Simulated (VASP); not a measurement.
Write the native input for VASP 6.6.1 that does the following.

| Item | Value |
| --- | --- |
| Task | single point |
| Functional | PBE |
| Potentials or basis | VASP PAW PBE potentials, release 64 (Ti_sv, C) |
| Cutoff | 520 eV |
| k mesh | 1 × 1 × 31 |
| Occupations | gaussian, width 0.05 eV |
| Spin | collinear spin, ferromagnetic start |
| Starting moments | [1.5, 0.5] μB |
| Dipole correction | no |
| Further INCAR settings | ALGO = Normal; EDIFF = 1e-07; NBANDS = 19 |

The structure of TiC lies in POSCAR:

```
TiC
1.0
   10.8000000000      0.0000000000      0.0000000000
    0.0000000000      9.3000000000      0.0000000000
    0.0000000000      0.0000000000      2.0667558428
Ti C
1 1
Direct
    0.4187595974      0.5000000000      0.0000000000
    0.5812404026      0.5000000000      0.5000000000
```

One way to write it, as run:

INCAR

```
SYSTEM = TiC
PREC = Accurate ; ENCUT = 520
EDIFF = 1E-7 ; ISMEAR = 0
SIGMA = 0.05 ; LREAL = .False.
LASPH = .True. ; NELM = 150
ALGO = Normal ; ISIF = 2
LWAVE = .False. ; LCHARG = .False.
ISPIN = 2 ; MAGMOM = 1.5 0.5
LORBIT = 11 ; LMAXMIX = 4
GGA = PE ; NBANDS = 19
```

KPOINTS

```
regular mesh
0
Gamma
  1 1 31
  0 0 0
```

Potentials or basis: VASP PAW PBE potentials, release 64 (Ti_sv, C).

Run with:

```sh
$ cat potpaw_PBE.64/Ti_sv/POTCAR potpaw_PBE.64/C/POTCAR > POTCAR
$ mpirun -np 1 vasp_std > vasp.out
```

Results of the run:

The largest force is 0.102 eV/Å and the net moment is 0.07 μB per cell. The valence electrons inside the program's atomic spheres are Ti 10.85; C 2.16.

Wall time 3.9 min on 1 thread of AMD EPYC 7R43 64-Core Processor (Zen 3), with other jobs on the host, peak memory 0.37 GiB.
